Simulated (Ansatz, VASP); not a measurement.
Two plane-wave programs on Te

```xyz
1
Lattice="3.1462 0.0000 0.0000 0.0000 3.1462 0.0000 0.0000 0.0000 3.1462" Properties=species:S:1:pos:R:3 pbc="T T T"
Te    0.0000    0.0000    0.0000
```

Alike in both runs: task relaxation of cell and atoms; functional LDA; k mesh 10 × 10 × 10; occupations fermi-dirac, width 0.1 eV; no spin polarisation.

|  | VASP | Ansatz |
| --- | --- | --- |
| version | VASP 6.6.1 | Ansatz 0.2.0 |
| potentials or method | VASP PAW LDA potentials, release 64 (Te), cutoff 600 eV | plane waves (420 eV) with PAW, scalar-relativistic |
| valence electrons in the cell | 6 | 16 |

```csv
,VASP,Ansatz,Ansatz less VASP
relaxed volume (Å³/atom),30.79,30.74,-0.045
relaxed length of the cell vector where the two differ most in proportion (Å),3.134,3.133,-0.0015
```

Ansatz warns that its potentials were made for another functional, while VASP's fit it. LDA's correlation is that of Perdew and Zunger in VASP and of Perdew and Wang (1992) in Ansatz. VASP's potentials hold 6 valence electrons a cell and Ansatz's 16, so a difference there can come from the potentials and not from the codes.

Spin-orbit coupling is off throughout.
